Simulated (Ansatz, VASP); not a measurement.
Two plane-wave programs on LiH2

```
Li H
1.0
    -2.40834    2.40834    3.32130
     2.40834   -2.40834    3.32130
     2.40834    2.40834   -3.32130
Li H
2 4
Direct
  0.00000 0.50000 0.50000
  0.50000 0.00000 0.50000
  0.36158 0.36158 0.72316
  0.36158 0.63842 0.00000
  0.63842 0.36158 0.00000
  0.63842 0.63842 0.27684
```

Alike in both runs: functional PBE; k mesh 8 × 8 × 8; occupations gaussian, width 0.02 eV; no spin polarisation.

Ansatz relaxed the structure, and its values are those at the end. VASP's run is a single point on that final structure, the one shown.

|  | VASP | Ansatz |
| --- | --- | --- |
| version | VASP 6.6.1 | Ansatz 0.2.0 |
| potentials or method | VASP PAW PBE potentials, release 64 (Li_sv, H), cutoff 520 eV | scalar-relativistic, plane waves, PAW |
| valence electrons in the cell | 10 | 10 |

|  | VASP | Ansatz | Ansatz less VASP |
| --- | --- | --- | --- |
| gap on the k mesh at the Fermi level (eV) | 1.59 | 1.59 | +0.004 |
| least direct gap on the mesh (eV) | 1.81 | 1.81 | +0.004 |

The functional is the same, so the differences come from potentials, cutoffs and numerics.

Noted on VASP's run: the cutoff is short for stress, so the pressure is rough.
